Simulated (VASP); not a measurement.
Wanted: the native input for a VASP 6.6.1 run.

```yaml
Task: single point
Functional: HSE06
Potentials_or_basis: VASP PAW PBE potentials, release 64 (Cd, Se)
Cutoff: 400 eV
k_mesh: 5 × 5 × 5
Occupations: gaussian, width 0.02 eV
Spin: no spin polarisation
Dipole_correction: no
Grid_for_exact_exchange_PRECFOCK: Normal
Further_INCAR_settings: ALGO = Normal; EDIFF = 1e-06; NBANDS = 16
Share_of_exact_exchange: 0.25
Screening_parameter: 0.2079 1/Å
```

Crystal: CdSe.

```
Cd Se
1.0
     0.00000    3.07027    3.07027
     3.07027    0.00000    3.07027
     3.07027    3.07027    0.00000
Cd Se
1 1
Cartesian
  0.0000 0.0000 0.0000
  4.6054 4.6054 4.6054
```

The input as run:

POSCAR

```
CdSe
1.0
    0.0000000000      3.0702712000      3.0702712000
    3.0702712000      0.0000000000      3.0702712000
    3.0702712000      3.0702712000      0.0000000000
Cd Se
1 1
Direct
    0.0000000000      0.0000000000      0.0000000000
    0.7500000000      0.7500000000      0.7500000000
```

INCAR.step1

```
PREC     = Accurate       # precision mode
ENCUT    = 400            # plane-wave cutoff, eV
EDIFF    = 1E-5           # SCF threshold, eV
ISMEAR   = 0              # smearing method
SIGMA    = 0.02           # smearing width, eV
LREAL    = F              # projectors in reciprocal space
LASPH    = T              # aspherical terms in the spheres
NELM     = 120            # most SCF steps
ALGO     = Normal         # electronic algorithm
ISIF     = 2              # what is computed and relaxed
LWAVE    = T              # write WAVECAR
LCHARG   = F              # write CHGCAR
GGA      = PE             # functional
NBANDS   = 16             # bands
GGA_COMPAT= F
```

INCAR.step2

```
PREC     = Accurate       # precision mode
ENCUT    = 400            # plane-wave cutoff, eV
EDIFF    = 1E-6           # SCF threshold, eV
ISMEAR   = 0              # smearing method
SIGMA    = 0.02           # smearing width, eV
LREAL    = F              # projectors in reciprocal space
LASPH    = T              # aspherical terms in the spheres
NELM     = 120            # most SCF steps
ALGO     = Normal         # electronic algorithm
ISIF     = 2              # what is computed and relaxed
LWAVE    = F              # write WAVECAR
LCHARG   = F              # write CHGCAR
GGA      = PE             # functional
LHFCALC  = T              # exact exchange
HFSCREEN = 0.2079         # screening, 1/A
PRECFOCK = Normal       
ISTART   = 1            
NBANDS   = 16             # bands
GGA_COMPAT= F
```

KPOINTS

```
Automatic mesh
0
Gamma
  5 5 5
```

Potentials or basis: VASP PAW PBE potentials, release 64 (Cd, Se).

Launch:

```sh
$ cat potpaw_PBE.64/Cd/POTCAR potpaw_PBE.64/Se/POTCAR > POTCAR
$ cp INCAR.step1 INCAR
$ mpirun -np 1 vasp_std > vasp.out
$ cp INCAR.step2 INCAR
$ mpirun -np 1 vasp_std > vasp.out
```

It gave:

| Quantity | Value |
| --- | --- |
| Pressure | -0.1 GPa |
| Band gap on the k mesh | 1.48 eV |

Caveat: the PAW data sets were made with another functional, which shifts forces and pressure a little.

It took 11 min on 1 thread of AMD EPYC 9R45 (Zen 5), on a shared host, peak memory 0.23 GiB.
